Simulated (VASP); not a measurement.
# SiC (zincblende type) (F-43m) in VASP: further runs

SiC (zincblende type) is run at these levels: LDA; tasks: relaxation of cell and atoms, single point.

Program: VASP 6.6.1. These are calculated values, not measurements. Logs are shortened: lines on timing, memory, paths and dates and some standing lists are left out, and cuts for length are marked.

## Step 1: The cell of the first run

Symmetry: F-43m, No. 216, cubic system. The conventional cell has a = 4.323 Å, b = 4.323 Å, c = 4.323 Å, α = 90.00°, β = 90.00°, γ = 90.00°. Si (site symmetry -43m) has 4 C at 1.87 Å within 2.5 Å. C (site symmetry -43m) has 4 Si at 1.87 Å within 2.5 Å.

## Step 2: Relaxation of cell and atoms, LDA

Input file INCAR:

```
  ALGO = Normal
  EDIFF = 1E-6
  EDIFFG = -0.005
  ENCUT = 600
  IBRION = 2
  ISIF = 3
  ISMEAR = -1
  LASPH = T
  LCHARG = F
  LREAL = F
  LWAVE = F
  NELM = 60
  NSW = 60
  PREC = Accurate
  SIGMA = 0.05
```

Input file KPOINTS:

```
k-points
0
Gamma
  17 17 17
```

Input file POSCAR:

```
SiC
1.0
    0.0000000000      2.1616189057      2.1616189057
    2.1616189057      0.0000000000      2.1616189057
    2.1616189057      2.1616189057      0.0000000000
Si C
1 1
Direct
    0.0000000000      0.0000000000      0.0000000000
    0.2500000000      0.2500000000      0.2500000000
```

Potentials or basis: VASP PAW LDA potentials, release 64 (Si, C).

On the command line:

```console
$ cat potpaw_LDA.64/Si/POTCAR potpaw_LDA.64/C/POTCAR > POTCAR
$ mpirun -np 1 vasp_std > vasp.out
```

OUTCAR:

```text
EDIFF = 1E-6
   EDIFFG = -0.005
   ENCUT = 600
   IBRION = 2
   ISIF = 3
   ISMEAR = -1
   LASPH = T
   LREAL = F
   NELM = 60
   NSW = 60
   PREC = Accurate

 ion  position               nearest neighbor table
   1  0.000  0.000  0.000-   2 1.87   2 1.87   2 1.87   2 1.87
   2  0.250  0.250  0.250-   1 1.87   1 1.87   1 1.87   1 1.87

  LATTYP: Found a face centered cubic cell.
 ALAT       =     4.3232378114

  Lattice vectors:

 A1 = (   0.0000000000,   2.1616189057,   2.1616189057)
 A2 = (   2.1616189057,   0.0000000000,   2.1616189057)
 A3 = (   2.1616189057,   2.1616189057,   0.0000000000)

Analysis of symmetry for initial positions (statically):
=====================================================================
 Subroutine PRICEL returns:
 Original cell was already a primitive cell.

 Routine SETGRP: Setting up the symmetry group for a
 face centered cubic supercell.

 Subroutine GETGRP returns: Found 24 space group operations
 (whereof 24 operations were pure point group operations)
 out of a pool of 48 trial point group operations.

The static configuration has the point symmetry T_d .

Analysis of symmetry for dynamics (positions and initial velocities):
=====================================================================
 Subroutine PRICEL returns:
 Original cell was already a primitive cell.

 Routine SETGRP: Setting up the symmetry group for a
 face centered cubic supercell.

 Subroutine GETGRP returns: Found 24 space group operations
 (whereof 24 operations were pure point group operations)
 out of a pool of 48 trial point group operations.

The dynamic configuration has the point symmetry T_d .

 Subroutine INISYM returns: Found 24 space group operations
 (whereof 24 operations are pure point group operations),
 and found     1 'primitive' translations

----------------------------------------------------------------------------------------

                                     Primitive cell

  volume of cell :      20.2007

  direct lattice vectors                    reciprocal lattice vectors
     0.000000000  2.161618906  2.161618906    -0.231308118  0.231308118  0.231308118
     2.161618906  0.000000000  2.161618906     0.231308118 -0.231308118  0.231308118
     2.161618906  2.161618906  0.000000000     0.231308118  0.231308118 -0.231308118

  length of vectors
     3.056990773  3.056990773  3.056990773     0.400637412  0.400637412  0.400637412

  position of ions in fractional coordinates (direct lattice)
     0.000000000  0.000000000  0.000000000
     0.250000000  0.250000000  0.250000000

  ion indices of the primitive-cell ions
   primitive index   ion index
                 1           1
                 2           2

----------------------------------------------------------------------------------------

 KPOINTS: k-points

Automatic generation of k-mesh.
 Grid dimensions read from file:
 generate k-points for:   17   17   17

 Generating k-lattice:

  Cartesian coordinates                     Fractional coordinates (reciprocal lattice)
    -0.013606360  0.013606360  0.013606360     0.058823529  0.000000000  0.000000000
     0.013606360 -0.013606360  0.013606360     0.000000000  0.058823529  0.000000000
     0.013606360  0.013606360 -0.013606360     0.000000000  0.000000000  0.058823529

  Length of vectors
     0.023566907  0.023566907  0.023566907

  Shift w.r.t. Gamma in fractional coordinates (k-lattice)
     0.000000000  0.000000000  0.000000000

 Subroutine IBZKPT returns following result:
 ===========================================

 Found    165 irreducible k-points:

 Following reciprocal coordinates:
            Coordinates               Weight
  0.000000  0.000000  0.000000      1.000000
  0.058824  0.000000  0.000000      8.000000
  0.117647  0.000000  0.000000      8.000000
  0.176471  0.000000  0.000000      8.000000
  0.235294  0.000000  0.000000      8.000000
  0.294118  0.000000  0.000000      8.000000
[... 16 lines left out ...]
 -0.176471  0.058824  0.000000     24.000000
 -0.117647  0.058824  0.000000     24.000000
 [... further k-points ...]
   k-points           NKPTS =    165   k-points in BZ     NKDIM =    165   number of bands    NBANDS=      8
   number of dos      NEDOS =    301   number of ions     NIONS =      2
   total plane-waves  NPLWV =  13824
   dimension x,y,z NGX =    24 NGY =   24 NGZ =   24
   dimension x,y,z NGXF=    48 NGYF=   48 NGZF=   48
   ions per type =               1   1
   NGX,Y,Z   is equivalent  to a cutoff of  13.05, 13.05, 13.05 a.u.
   NGXF,Y,Z  is equivalent  to a cutoff of  26.10, 26.10, 26.10 a.u.
 SYSTEM =  unknown system
   PREC   = accura    normal or accurate (medium, high low for compatibility)
   ISTART =      0    job   : 0-new  1-cont  2-samecut
   ICHARG =      2    charge: 1-file 2-atom 10-const
   ISPIN  =      1    spin polarized calculation?
   LNONCOLLINEAR =      F non collinear calculations
   LSORBIT =      F    spin-orbit coupling
   LASPH  =      T    aspherical Exc in radial PAW
   ENCUT  =  600.0 eV  44.10 Ry    6.64 a.u.   6.11  6.11  6.11*2*pi/ulx,y,z
   NELM   =     60;   NELMIN=  2; NELMDL= -5     # of ELM steps
   EDIFF  = 0.1E-05   stopping-criterion for ELM
   LREAL  =      F    real-space projection
   EDIFFG = -.5E-02   stopping-criterion for IOM
   NSW    =     60    number of steps for IOM
   IBRION =      2    ionic relax: 0-MD 1-quasi-New 2-CG
   NFREE  =      1    steps in history (QN), initial steepest desc. (CG)
   ISIF   =      3    stress and relaxation
   ISYM   =      2    0-nonsym 1-usesym 2-fastsym
   POTIM  = 0.5000    time-step for ionic-motion
   TEBEG  =    0.0;   TEEND  =   0.0 temperature during run
   PSTRESS=    0.0 pullay stress
   NELECT =       8.0000    total number of electrons
   NUPDOWN=      -1.0000    fix difference up-down
   EMIN   =  10.00;   EMAX   =-10.00  energy-range for DOS
   EFERMI =   0.00;   METHOD = LEGACY
   ISMEAR =    -1;   SIGMA  =   0.05  broadening in eV -4-tet -1-fermi 0-gaus
   EFERMI_NEDOS =   21; number of points for ismear=-14 and -15
   IALGO  =     38    algorithm
   IMIX   =      4    mixing-type and parameters
     AMIX     =   0.40;   BMIX     =  1.00
     AMIX_MAG =   1.60;   BMIX_MAG =  1.00
  volume/ion in A,a.u.               =      10.10        68.16
  Fermi-wavevector in a.u.,A,eV,Ry     =   1.202216  2.271858 19.664805  1.445322
  Thomas-Fermi vector in A             =   2.338003
   LORBIT       =      0    0 simple, 1 ext, 2 COOP (PROOUT), +10 PAW based schemes
   GGA     = CA    functional components
   LHFCALC =     F    Hartree Fock is set to
   AEXX    =    0.0000 exact exchange contribution
   IVDW    =     0    specifies the selected vdW correction
   LEPSILON=     F    determine dielectric tensor
   LRPA    =     F    only Hartree local field effects (RPA)
 conjugate gradient relaxation of ions
 non-spin polarized calculation
  energy-cutoff  :      600.00
  volume of cell :       20.20
 maximum number of plane-waves:       688
   NGX = 13   NGY = 13   NGZ = 13

--------------------------------------- Ionic step        1  -------------------------------------------

 number of electron       8.0000000 magnetization

 Free energy of the ion-electron system (eV)
  ---------------------------------------------------
  ext. energy  EPLUGINS =         0.00000000
  ---------------------------------------------------
  free energy    TOTEN  =       -16.64432121 eV

  energy without entropy =      -16.64432119  energy(sigma->0) =      -16.64432120

------------------------ aborting loop because EDIFF is reached ----------------------------------------

  FORCE on cell =-STRESS in cart. coord.  units (eV):
  Direction    XX          YY          ZZ          XY          YZ          ZX
  --------------------------------------------------------------------------------------
  -------------------------------------------------------------------------------------
  Total        0.1483036      0.1483036      0.1483036      0.0000000      0.0000000      0.0000000
  in kB       11.7623749     11.7623749     11.7623749      0.0000000      0.0000000      0.0000000
  external PRESSURE =      11.7623749 kB  Pullay stress =       0.0000000 kB
[... 57 lines left out ...]
  energy  without entropy=      -16.6442363062  energy(sigma->0) =      -16.64423631

--------------------------------------- Ionic step        3  -------------------------------------------

 number of electron       8.0000000 magnetization

 Free energy of the ion-electron system (eV)
  ---------------------------------------------------
  ext. energy  EPLUGINS =         0.00000000
  ---------------------------------------------------
  free energy    TOTEN  =       -16.64469482 eV

  energy without entropy =      -16.64469481  energy(sigma->0) =      -16.64469482

 E-fermi :   8.9757     XC(G=0): -11.6373

 val. band max:        8.2777082713   @ k =   0.0000   0.0000   0.0000
 cond. band min:       9.6078626385   @ k =   0.4706   0.4706   0.0000
 fundamental gap:      1.3301543672
 Fermi energy:         8.9756686769

 k-point     1 :       0.0000    0.0000    0.0000
  band No.  band energies     occupation
      1      -7.1865      2.00000
      2       8.2777      2.00000
      3       8.2777      2.00000
      4       8.2777      2.00000
      5      14.7930      0.00000
      6      15.6018      0.00000
      7      15.6018      0.00000
      8      15.6018      0.00000
[... 243 lines left out ...]
 k-point    24 :      -0.1176    0.0588    0.0000
  band No.  band energies     occupation
      1      -6.7521      2.00000
      2       6.5020      2.00000
      3       7.5995      2.00000
      4       8.1862      2.00000
      5      15.0589      0.00000
      6      15.8169      0.00000
      7      15.8817      0.00000
      8      16.7095      0.00000

 [... further k-points ...]
[... 5 lines left out ...]
  --------------------------------------------------------------------------------------
  -------------------------------------------------------------------------------------
  Total        0.0000361      0.0000361      0.0000361     -0.0000000     -0.0000000     -0.0000000
  in kB        0.0028452      0.0028452      0.0028452     -0.0000000     -0.0000000     -0.0000000
  external PRESSURE =       0.0028452 kB  Pullay stress =       0.0000000 kB
[... 17 lines left out ...]
  FREE ENERGIE OF THE ION-ELECTRON SYSTEM (eV)
  ---------------------------------------------------
  free  energy   TOTEN  =       -16.6446948234 eV

  energy  without entropy=      -16.6446948108  energy(sigma->0) =      -16.64469482

 reached required accuracy - stopping structural energy minimisation
```

Wall time 31 s (1 thread of AMD EPYC 7R13 (Zen 3), shared host); peak memory 0.12 GiB.

Results:

- Free energy: -16.6447 eV
- Relaxed volume: 10.15 Å³/atom
- Relaxed cell: a = 3.062 Å, b = 3.062 Å, c = 3.062 Å, α = 60.00°, β = 60.00°, γ = 60.00°
- Space group after relaxing (to 0.05 Å): F-43m (No. 216)
- Energy gained by relaxing: 0.2 meV/atom
- Ionic steps: 3
- Pressure after relaxing: 0.0 GPa
- Band gap on the k mesh: 1.33 eV, indirect (least direct gap 4.54 eV)

Step by step:
```tsv
step	energy change (eV)	largest force (eV/Å)	pressure (GPa)	volume (Å³)
1	0.0000	0.0000	1.18	20.20
2	0.0001	0.0000	-1.28	20.42
3	-0.0004	0.0000	0.00	20.30
```

Final structure:
```xyz
2
Lattice="0.0000 2.1653 2.1653 2.1653 0.0000 2.1653 2.1653 2.1653 0.0000" Properties=species:S:1:pos:R:3 pbc="T T T"
Si    0.0000    0.0000    0.0000
C     1.0826    1.0826    1.0826
```

## Step 3: Single point, LDA (volume scaled by 0.55, source ansatz)

Input file INCAR:

```
SYSTEM = SiC
PREC = Accurate
ENCUT = 520
EDIFF = 1E-6
ISMEAR = -1
SIGMA = 0.05
LREAL = .FALSE.
LASPH = .TRUE.
NELM = 60
ALGO = Normal
ISIF = 2
LWAVE = .FALSE.
LCHARG = .FALSE.
NBANDS = 11
```

Input file KPOINTS:

```
Automatic mesh
0
G
  17 17 17
  0 0 0
```

Input file POSCAR:

```
SiC
1.0
    0.0000000000      1.7733643752      1.7733643752
    1.7733643752      0.0000000000      1.7733643752
    1.7733643752      1.7733643752      0.0000000000
Si C
1 1
Direct
    0.0000000000      0.0000000000      0.0000000000
    0.2500000000      0.2500000000      0.2500000000
```

Potentials or basis: VASP PAW LDA potentials, release 64 (Si, C).

On the command line:

```console
$ cat potpaw_LDA.64/Si/POTCAR potpaw_LDA.64/C/POTCAR > POTCAR
$ mpirun -np 1 vasp_std > vasp.out
```

OUTCAR:

```text
SYSTEM = SiC
   PREC = Accurate
   ENCUT = 520
   EDIFF = 1E-6
   ISMEAR = -1
   LREAL = .FALSE.
   LASPH = .TRUE.
   NELM = 60
   ISIF = 2

 ion  position               nearest neighbor table
   1  0.000  0.000  0.000-   2 1.54   2 1.54   2 1.54   2 1.54
   2  0.250  0.250  0.250-   1 1.54   1 1.54   1 1.54   1 1.54

  LATTYP: Found a face centered cubic cell.
 ALAT       =     3.5467287504

  Lattice vectors:

 A1 = (   0.0000000000,   1.7733643752,   1.7733643752)
 A2 = (   1.7733643752,   0.0000000000,   1.7733643752)
 A3 = (   1.7733643752,   1.7733643752,   0.0000000000)

Analysis of symmetry for initial positions (statically):
=====================================================================
 Subroutine PRICEL returns:
 Original cell was already a primitive cell.

 Routine SETGRP: Setting up the symmetry group for a
 face centered cubic supercell.

 Subroutine GETGRP returns: Found 24 space group operations
 (whereof 24 operations were pure point group operations)
 out of a pool of 48 trial point group operations.

The static configuration has the point symmetry T_d .

Analysis of symmetry for dynamics (positions and initial velocities):
=====================================================================
 Subroutine PRICEL returns:
 Original cell was already a primitive cell.

 Routine SETGRP: Setting up the symmetry group for a
 face centered cubic supercell.

 Subroutine GETGRP returns: Found 24 space group operations
 (whereof 24 operations were pure point group operations)
 out of a pool of 48 trial point group operations.

The dynamic configuration has the point symmetry T_d .

 Subroutine INISYM returns: Found 24 space group operations
 (whereof 24 operations are pure point group operations),
 and found     1 'primitive' translations

----------------------------------------------------------------------------------------

                                     Primitive cell

  volume of cell :      11.1538

  direct lattice vectors                    reciprocal lattice vectors
[... 109 lines left out ...]
  Fermi-wavevector in a.u.,A,eV,Ry     =   1.465425  2.769251 29.218098  2.147470
  Thomas-Fermi vector in A             =   2.581283
   LORBIT       =      0    0 simple, 1 ext, 2 COOP (PROOUT), +10 PAW based schemes
   GGA     = CA    functional components
   LHFCALC =     F    Hartree Fock is set to
   AEXX    =    0.0000 exact exchange contribution
   IVDW    =     0    specifies the selected vdW correction
   LEPSILON=     F    determine dielectric tensor
   LRPA    =     F    only Hartree local field effects (RPA)
 non-spin polarized calculation
  energy-cutoff  :      520.00
  volume of cell :       11.15
 maximum number of plane-waves:       312
   NGX =  9   NGY =  9   NGZ =  9

 number of electron       7.9999999 magnetization

 Free energy of the ion-electron system (eV)
  ---------------------------------------------------
  ext. energy  EPLUGINS =         0.00000000
  ---------------------------------------------------
  free energy    TOTEN  =        -9.24866576 eV

  energy without entropy =       -9.24865395  energy(sigma->0) =       -9.24865986

 E-fermi :  17.1621     XC(G=0): -14.4224

 val. band max:       16.8180792139   @ k =  -0.1176   0.1176   0.0000
 cond. band min:      17.4133930350   @ k =   0.4706   0.4706   0.0000
 fundamental gap:      0.5953138211
 Fermi energy:        17.1620570479

 k-point     1 :       0.0000    0.0000    0.0000
  band No.  band energies     occupation
      1      -4.0906      2.00000
      2      16.7541      1.99943
      3      16.7541      1.99943
      4      16.7541      1.99943
      5      29.8998      0.00000
      6      29.8998      0.00000
      7      29.8998      0.00000
      8      31.1094      0.00000
      9      35.6335      0.00000
     10      35.6335      0.00000
     11      40.1923      0.00000
[... 309 lines left out ...]
 k-point    24 :      -0.1176    0.0588    0.0000
  band No.  band energies     occupation
      1      -3.4209      2.00000
      2      14.6954      2.00000
      3      15.9541      2.00000
      4      16.7767      1.99910
      5      29.3776      0.00000
      6      30.2972      0.00000
      7      30.6735      0.00000
      8      31.5587      0.00000
      9      32.2630      0.00000
     10      35.0646      0.00000
     11      39.8055      0.00000

 [... further k-points ...]
[... 5 lines left out ...]
  --------------------------------------------------------------------------------------
  -------------------------------------------------------------------------------------
  Total       28.6542724     28.6542724     28.6542724     -0.0000000      0.0000000      0.0000000
  in kB     4116.0063241   4116.0063241   4116.0063241     -0.0000000      0.0000000      0.0000000
  external PRESSURE =    4116.0063241 kB  Pullay stress =       0.0000000 kB

 VOLUME and BASIS-vectors are now :
 -----------------------------------------------------------------------------
  energy-cutoff  :      520.00
  volume of cell :       11.15
      direct lattice vectors                 reciprocal lattice vectors
     0.000000000  1.773364375  1.773364375    -0.281949952  0.281949952  0.281949952
     1.773364375  0.000000000  1.773364375     0.281949952 -0.281949952  0.281949952
     1.773364375  1.773364375  0.000000000     0.281949952  0.281949952 -0.281949952

 POSITION                                       TOTAL-FORCE (eV/Angst)
 -----------------------------------------------------------------------------------
      0.00000      0.00000      0.00000         0.000000      0.000000      0.000000
      0.88668      0.88668      0.88668        -0.000000     -0.000000     -0.000000
 -----------------------------------------------------------------------------------
    total drift:                                0.000000      0.000000     -0.000000

  FREE ENERGIE OF THE ION-ELECTRON SYSTEM (eV)
  ---------------------------------------------------
  free  energy   TOTEN  =        -9.2486657638 eV

  energy  without entropy=       -9.2486539514  energy(sigma->0) =       -9.24865986
```

stdout:

```text
POSCAR found type information on POSCAR SiC
 POSCAR found :  2 types and       2 ions
 scaLAPACK will be used
 LDA part: xc-table for (Slater(with rela. corr.)+CA(PZ))
 , standard interpolation
 POSCAR, INCAR and KPOINTS ok, starting setup
 FFT: planning ... GRIDC
 FFT: planning ... GRID_SOFT
 FFT: planning ... GRID
 WAVECAR not read
 entering main loop
```

Run time: 9.5 s. Hardware: 1 thread of Intel Xeon 6975P-C, shared host; peak memory 0.13 GiB.

What came out:

```
Free energy            : -9.2487 eV
Pressure               : 411.6 GPa
Band gap on the k mesh : 0.60 eV, indirect (least direct gap 4.83 eV)
```

Levels at points of the mesh, in eV from the valence-band top:
```tsv
k point	band 1	band 2	band 3	band 4	band 5	band 6	band 7	band 8
(0.00, 0.00, 0.00)	-20.91	-0.06	-0.06	-0.06	13.08	13.08	13.08	14.29
```

Caveat: the cell differs from its parent crystal (volume scaled by 0.55, source ansatz).

## Step 4: Single point, LDA (volume scaled by 0.64)

Input file INCAR:

```
PREC = Accurate ; ENCUT = 520
EDIFF = 1E-7 ; ISMEAR = -1
SIGMA = 0.05 ; LREAL = False
LASPH = True ; NELM = 60
ALGO = Normal ; ISIF = 2
LWAVE = False ; LCHARG = False
GGA = CA ; NBANDS = 11
```

Input file KPOINTS:

```
regular mesh
0
Gamma
  17 17 17
```

Input file POSCAR:

```
SiC
1.0
    0.0000000000      1.8652501113      1.8652501113
    1.8652501113      0.0000000000      1.8652501113
    1.8652501113      1.8652501113      0.0000000000
Si C
1 1
Direct
    0.0000000000      0.0000000000      0.0000000000
    0.2500000000      0.2500000000      0.2500000000
```

On the command line:

```console
$ cat potpaw_LDA.64/Si/POTCAR potpaw_LDA.64/C/POTCAR > POTCAR
$ mpirun -np 1 vasp_std > vasp.out
```

Run time: 12 s. Hardware: 1 thread of Intel Xeon 6975P-C, shared host; peak memory 0.13 GiB.

Results (log left out):

```
Free energy            : -12.8450 eV
Pressure               : 235.3 GPa
Band gap on the k mesh : 0.83 eV, indirect (least direct gap 4.83 eV)
```

Levels at points of the mesh, in eV from the valence-band top:
```csv
k point,band 2,band 3,band 4,band 5,band 6,band 7
"(0.00, 0.00, 0.00)",-0.02,-0.02,-0.02,11.30,11.30,11.30
```

Caveat: the cell differs from its parent crystal (volume scaled by 0.64). A k mesh can miss the band edges.

(Part 1 of 2 ends here.)
